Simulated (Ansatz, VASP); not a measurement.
**One calculation of Rh, two programs**

INCAR

```
SYSTEM = Rh
ALGO = Fast ; EDIFF = 1E-7
ENCUT = 520 ; GGA = PE
ISIF = 2 ; ISMEAR = 0
LASPH = .True. ; LCHARG = .False.
LREAL = .False. ; LWAVE = .False.
NBANDS = 22 ; NELM = 60
PREC = Accurate ; SIGMA = 0.15
```

The input KPOINTS:

```
k-points
0
Gamma
  18 18 10
  0 0 0
```

The input POSCAR:

```
Rh
1.0
    2.8066000000      0.0000000000      0.0000000000
   -1.4033000000      2.4305868982      0.0000000000
    0.0000000000      0.0000000000      4.7359000000
Rh
2
Direct
    0.6666666667      0.3333333333      0.7500000000
    0.3333333333      0.6666666667      0.2500000000
```

Input for Ansatz:

```yaml
crystal:
  lattice:
    - [2.8066, 0.0, 0.0]
    - [-1.4033, 2.4305868982, 0.0]
    - [0.0, 0.0, 4.7359]
  atoms:
    - { symbol: Rh, position: [0.6666666667, 0.3333333333, 0.75] }
    - { symbol: Rh, position: [0.3333333333, 0.6666666667, 0.25] }
basis:
  ecutwfc: 420
kpoints:
  mp_grid: { grid: [18, 18, 10] }
hamiltonian:
  xc: pbe
  pseudopotentials: { kind: paw, azcp: { folder: soft_1 } }
scf:
  occupations: { method: gaussian, width: 0.15 }
output:
  forces: true
  stress: true
  eigenvalues: true
```

Alike in both runs: task single point; functional PBE; k mesh 18 × 18 × 10; occupations gaussian, width 0.15 eV; no spin polarisation.

|  | VASP | Ansatz |
| --- | --- | --- |
| version | VASP 6.6.1 | Ansatz 0.2.0 |
| potentials or method | VASP PAW PBE potentials, release 64 (Rh_pv), cutoff 520 eV | scalar-relativistic, plane waves, PAW |
| valence electrons in the cell | 30 | 34 |

|  | VASP | Ansatz | Ansatz less VASP |
| --- | --- | --- | --- |
| gap on the k mesh at the Fermi level (eV) | none | none | - |
| pressure (GPa) | -23.8 | -23.8 | -0.03 |
| traceless stress, the component that is largest in VASP (GPa) | -4.31 | -4.30 | +0.016 |

A gap of «none» marks a metal or a gap that the smearing closes. With one functional, cell and mesh, what is left measures potentials, basis and numerics. VASP's potentials hold 30 valence electrons a cell and Ansatz's 34, so a difference there can come from the potentials and not from the codes.
